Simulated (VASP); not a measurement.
# HfO2: single point with PBE

HfO2:

```
Hf O
1.0
     0.00000    2.51500    2.51500
     2.51500    0.00000    2.51500
     2.51500    2.51500    0.00000
Hf O
1 2
Direct
  0.00000 0.00000 0.00000
  0.25000 0.25000 0.25000
  0.75000 0.75000 0.75000
```

```yaml
Program: VASP 6.6.1
Task: single point
Functional: PBE
Potentials_or_basis: VASP PAW PBE potentials, release 64 (Hf_pv, O)
Cutoff: 600 eV
k_mesh: 6 × 6 × 6
Occupations: gaussian, width 0.1 eV
Spin: no spin polarisation
```

| Quantity | Value |
| --- | --- |
| Pressure | 6.5 GPa |
| Band gap on the k mesh | 3.87 eV |

Levels at points of the mesh, in eV from the valence-band top:
| k point | band 9 | band 10 | band 11 | band 12 | band 13 | band 14 |
| --- | --- | --- | --- | --- | --- | --- |
| (0.00, 0.00, 0.00) | -0.62 | -0.62 | -0.62 | 3.94 | 3.94 | 6.03 |
| (0.50, 0.00, 0.00) | -2.78 | -1.86 | -1.86 | 4.70 | 4.70 | 7.21 |
| (0.50, 0.50, 0.00) | -1.57 | -1.57 | 0.00 | 3.87 | 5.63 | 6.86 |

Wall time 11 s on 1 thread of Intel(R) Xeon(R) Platinum 8488C (Sapphire Rapids), with other jobs on the host, peak memory 0.16 GiB.

Caveat: the cell stands under pressure; spin-orbit coupling is left out, which moves the levels of the heavy elements. A k mesh can miss the band edges.
